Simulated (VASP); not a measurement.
Here is a VASP 6.6.1 calculation.

INCAR

```
PREC = Accurate ; ENCUT = 520
EDIFF = 1E-7 ; ISMEAR = 0
SIGMA = 0.1 ; LREAL = F
LASPH = T ; NELM = 100
ALGO = Normal ; ISIF = 2
LWAVE = F ; LCHARG = F
NBANDS = 12
```

Contents of KPOINTS:

```
regular mesh
0
Gamma
  18 18 18
```

Contents of POSCAR:

```
Ag
1.0
    0.0000000000      2.0012457215      2.0012457215
    2.0012457215      0.0000000000      2.0012457215
    2.0012457215      2.0012457215      0.0000000000
Ag
1
Direct
    0.0000000000      0.0000000000      0.0000000000
```

Potentials or basis: VASP PAW LDA potentials, release 64 (Ag).

Command:

```console
$ cat potpaw_LDA.64/Ag/POTCAR > POTCAR
$ mpirun -np 1 vasp_std > vasp.out
```

Question: Estimate the pressure.

Answer: 0.1 GPa.

Question: What does it give for the band gap on the k mesh?

Answer: Zero (an odd number of electrons rules out a gap without spin polarisation).
